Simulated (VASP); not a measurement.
Set up this calculation in VASP 6.6.1, as the native input.

```yaml
Task: single point
Functional: PBE
Dispersion: D3(BJ)
Potentials_or_basis: VASP PAW PBE potentials, release 64 (C, O)
Cutoff: 520 eV
k_mesh: 6 × 8 × 1
Occupations: gaussian, width 0.05 eV
Spin: collinear spin, ferromagnetic start
Starting_moments: "[0.0, 0.0, 0.0, 0.0, 0.0, 0.0, 0.0, 0.0, 0.0, 0.0, 0.0, 0.0, 2.0] μB"
Dipole_correction: yes
Further_INCAR_settings: ALGO = Normal; EDIFF = 1e-06; NBANDS = 43
```

The structure of C12O lies in POSCAR:

```
C12O
1.0
    4.9299148963      0.0000000000      0.0000000000
   -1.2324787241      3.4327787819      0.0000000000
    0.0000000000      0.0000000000     22.1276625031
C O
12 1
Direct
    0.4018120009      0.6072480036      0.1807692068
    0.9018120009      0.6072480036      0.1807692068
    0.1626401228      0.6505604911      0.2122169989
    0.6626401228      0.6505604911      0.2122169989
    0.1840380627      0.7361522510      0.2751465463
    0.6840380627      0.7361522510      0.2751465463
    0.4447372308      0.7789332711      0.3057968183
    0.9447372308      0.7789332711      0.3057968183
    0.4674579551      0.8697886350      0.3715806627
    0.9674579551      0.8697886350      0.3715806627
    0.2271532874      0.9085389204      0.3989423872
    0.7271532874      0.9085389204      0.3989423872
    0.2271532874      1.1585389204      0.5119231415
```

These files were run (other wordings do the same):

INCAR

```
SYSTEM = C12O
  PREC = Accurate
  ENCUT = 520
  EDIFF = 1E-6
  ISMEAR = 0
  SIGMA = 0.05
  LREAL = .False.
  LASPH = .True.
  NELM = 150
  ALGO = Normal
  ISIF = 2
  LWAVE = .False.
  LCHARG = .False.
  ISPIN = 2
  MAGMOM = 0 0 0 0 0 0 0 0 0 0 0 0 2
  LORBIT = 11
  LDIPOL = .True.
  IDIPOL = 3
  DIPOL = 0.5 0.5 0.308
  GGA = PE
  IVDW = 12
  NBANDS = 43
  KPAR = 4
```

KPOINTS

```
Automatic mesh
0
Gamma
  6 8 1
  0 0 0
```

Potentials or basis: VASP PAW PBE potentials, release 64 (C, O).

Run with:

```sh
$ cat potpaw_PBE.64/C/POTCAR potpaw_PBE.64/O/POTCAR > POTCAR
$ mpirun -np 4 vasp_std > vasp.out
```

Results of the run:

The largest force is 3.290 eV/Å, the net moment is 2.34 μB per cell and the site moments are C -0.01, +0.00, +0.01, -0.00, +0.03, +0.02, -0.02, -0.20, +0.53 (each value once); O +1.39 μB. The valence electrons inside the program's atomic spheres are C 2.43, 2.64, 2.65, 2.61, 2.48, 2.50 (each value once); O 4.57. The dispersion energy per atom is -0.114 eV.

Wall time 57 min on 4 MPI ranks on AMD EPYC 7R43 64-Core Processor (Zen 3) (shared host), peak memory 0.98 GiB a rank.
